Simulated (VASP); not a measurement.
Input of a VASP 6.6.1 run:

INCAR

```
PREC = Accurate
ENCUT = 520
EDIFF = 1E-6
ISMEAR = -1
SIGMA = 0.08
LREAL = F
LASPH = T
NELM = 80
ALGO = Normal
ISIF = 2
LWAVE = F
LCHARG = F
GGA = PE
NBANDS = 11
```

Contents of KPOINTS:

```
Automatic mesh
0
Gamma
  12 12 12
```

Contents of POSCAR:

```
Sr
1.0
    0.0000000000      3.0191369257      3.0191369257
    3.0191369257      0.0000000000      3.0191369257
    3.0191369257      3.0191369257      0.0000000000
Sr
1
Direct
    0.0000000000      0.0000000000      0.0000000000
```

Potentials or basis: VASP PAW PBE potentials, release 64 (Sr_sv).

The run is started by

```sh
$ cat potpaw_PBE.64/Sr_sv/POTCAR > POTCAR
$ mpirun -np 1 vasp_std > vasp.out
```

Q: Predict the band gap on the k mesh.

A: Zero (bands 5 and 6 overlap by 0.06 eV).

Q: Estimate the pressure.

A: 0.0 GPa.
